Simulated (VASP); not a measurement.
Crystal: Ag.

```
CELL_PARAMETERS angstrom
1.44298 0.83310 7.05758
-1.44298 0.83310 7.05758
0.00000 -1.66621 7.05758
ATOMIC_POSITIONS crystal
Ag 0.22228 0.22228 0.22228
Ag 0.77772 0.77772 0.77772
Ag 0.00000 0.00000 0.00000
```

Base run:

```yaml
Program: VASP 6.6.1
Functional: PBE
Potentials_or_basis: VASP PAW PBE potentials, release 64 (Ag)
Cutoff: 520 eV
k_mesh: 10 × 10 × 10
Occupations: fermi-dirac, width 0.05 eV
Spin: no spin polarisation
```

Its results: band gap on the k mesh zero (an odd number of electrons rules out a gap without spin polarisation); pressure 5.5 GPa.

Task: The run is repeated on the same cell with these changes: functional from PBE to r2SCAN; further incar settings from ALGO = Fast; EDIFF = 1e-07; NBANDS = 24 to ALGO = Normal; EDIFF = 1e-07; NBANDS = 24. What comes out?

Result: Band gap on the k mesh zero (an odd number of electrons rules out a gap without spin polarisation); pressure 2.6 GPa.

Caveats: the cell stands under pressure (at least some runs); the PAW data sets were made with another functional, which shifts forces and pressure a little (at least some runs).
